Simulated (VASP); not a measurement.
Set up this calculation in VASP 6.6.1, as the native input.

```
Task                   : single point
Functional             : r2SCAN
Potentials or basis    : VASP PAW PBE potentials, release 64 (W_sv, C)
Cutoff                 : 520 eV
k mesh                 : 18 × 18 × 18
Occupations            : gaussian, width 0.15 eV
Spin                   : no spin polarisation
Dipole correction      : no
Further INCAR settings : ALGO = Normal; EDIFF = 1e-06; NBANDS = 16
```

The system is WC.

```
CELL_PARAMETERS angstrom
0.00000 2.19268 2.19268
2.19268 0.00000 2.19268
2.19268 2.19268 0.00000
ATOMIC_POSITIONS crystal
W 0.93953 0.00000 0.00000
C 0.50000 0.50000 0.50000
```

This cell differs from its parent crystal: all W atoms moved +0.188 Å, as atom 1 towards its neighbour atom 1 (W) at 3.101 Å.

One way to write it, as run:

POSCAR

```
WC
1.0
    0.0000000000      2.1926840000      2.1926840000
    2.1926840000      0.0000000000      2.1926840000
    2.1926840000      2.1926840000      0.0000000000
W C
1 1
Direct
   -0.0604658590      0.0000000000      0.0000000000
    0.5000000000      0.5000000000      0.5000000000
```

INCAR.step1

```
PREC = Accurate
ENCUT = 520
ISMEAR = 0
SIGMA = 0.15
LREAL = False
LASPH = True
NELM = 100
NBANDS = 16
GGA = PE
ALGO = Normal
EDIFF = 1E-4
LWAVE = True
LCHARG = False
```

INCAR.step2

```
PREC = Accurate
ENCUT = 520
EDIFF = 1E-6
ISMEAR = 0
SIGMA = 0.15
LREAL = False
LASPH = True
NELM = 100
ALGO = Normal
ISIF = 2
LWAVE = False
LCHARG = False
METAGGA = R2SCAN
LMIXTAU = True
NBANDS = 16
ISTART = 1
```

KPOINTS

```
Automatic mesh
0
Gamma
  18 18 18
```

Potentials or basis: VASP PAW PBE potentials, release 64 (W_sv, C).

Command:

```sh
$ cat potpaw_PBE.64/W_sv/POTCAR potpaw_PBE.64/C/POTCAR > POTCAR
$ cp INCAR.step1 INCAR
$ mpirun -np 1 vasp_std > vasp.out
$ cp INCAR.step2 INCAR
$ mpirun -np 1 vasp_std > vasp.out
```

Results of the run:

- Pressure: 2.0 GPa
- Largest force: 1.331 eV/Å
- Band gap on the k mesh: zero (bands 9 and 10 overlap by 3.24 eV)

Caveat: the cell differs from its parent crystal (all W atoms moved +0.188 Å, as atom 1 towards its neighbour atom 1 (W) at 3.101 Å); the stress differs along the axes, from -4 to 5 GPa; the PAW data sets were made with another functional, which shifts forces and pressure a little; spin-orbit coupling is left out, which moves the levels of the heavy elements.

Wall time 17 min on 1 thread of Oxide Virtual Turin-like Processor, with other jobs on the host, peak memory 0.36 GiB.
